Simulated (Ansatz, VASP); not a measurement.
## Two plane-wave programs on Ge

```
CELL_PARAMETERS angstrom
0.02270 2.83219 2.80949
2.83219 0.02270 2.80949
2.85489 2.85489 0.00000
ATOMIC_POSITIONS crystal
Ge 0.00114 0.00114 0.99886
Ge 0.24886 0.24886 0.25114
```

Change from the starting cell: strained cell.

Alike in both runs: functional PBEsol; k mesh 12 × 12 × 12; occupations gaussian, width 0.1 eV; no spin polarisation.

Ansatz relaxed the structure, and its values are those at the end. VASP's run is a single point on that final structure, the one shown.

```csv
,VASP,Ansatz
version,VASP 6.6.1,Ansatz 0.2.0
potentials or method,"VASP PAW PBE potentials, release 64 (Ge_d), cutoff 500 eV","scalar-relativistic, plane waves, PAW"
valence electrons in the cell,28,28
```

|  | VASP | Ansatz | Ansatz less VASP |
| --- | --- | --- | --- |
| gap on the k mesh at the Fermi level (eV) | none | none | - |
| pressure (GPa) | 0.5 | 1.0 | +0.47 |

VASP's potentials were made for PBE, not for PBEsol. A gap of «none» marks a metal or a gap that the smearing closes. Ansatz's warnings: stress scf threshold loose.
